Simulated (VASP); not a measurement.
# CdS: single point with PBE

The system is CdS.

```
CELL_PARAMETERS angstrom
4.21826 0.00000 0.00000
-2.10913 3.65312 0.00000
0.00000 0.00000 5.83279
ATOMIC_POSITIONS crystal
Cd 0.00000 0.00000 0.43235
S 0.66667 0.33333 0.44465
```

This cell differs from its parent crystal: strained.

```json
{"Program": "VASP 6.6.1", "Task": "single point", "Functional": "PBE", "Potentials or basis": "VASP PAW PBE potentials, release 64 (Cd, S)", "Cutoff": "520 eV", "k mesh": "9 × 9 × 6", "Occupations": "gaussian, width 0.02 eV", "Spin": "no spin polarisation", "Dipole correction": "no", "Further INCAR settings": "ALGO = Normal; EDIFF = 1e-07; NBANDS = 16"}
```

```
Pressure               : 0.8 GPa
Largest force          : 0.007 eV/Å
Band gap on the k mesh : 1.54 eV
```

Forces in eV/Å, atoms in the order of the input:
```
Cd   0.000  0.000 -0.007
S    0.000  0.000  0.007
```

Stress tensor (GPa, compression positive):
```
 1.23  0.00  0.00
 0.00  1.23  0.00
 0.00  0.00 -0.01
```

Levels at points of the mesh, in eV from the valence-band top:
```tsv
k point	band 7	band 8	band 9	band 10	band 11	band 12
(0.00, 0.00, 0.00)	-1.19	0.00	0.00	1.54	5.50	6.95
(0.00, 0.00, 0.50)	-1.39	0.00	0.00	1.84	5.00	6.99
```

Run time: 92 s on 1 thread of Intel Xeon 8259CL, on a shared host, peak memory 0.27 GiB.

Caveat: the cell differs from its parent crystal (strained); an odd mesh through Γ misses points on the zone boundary, where band edges can lie.
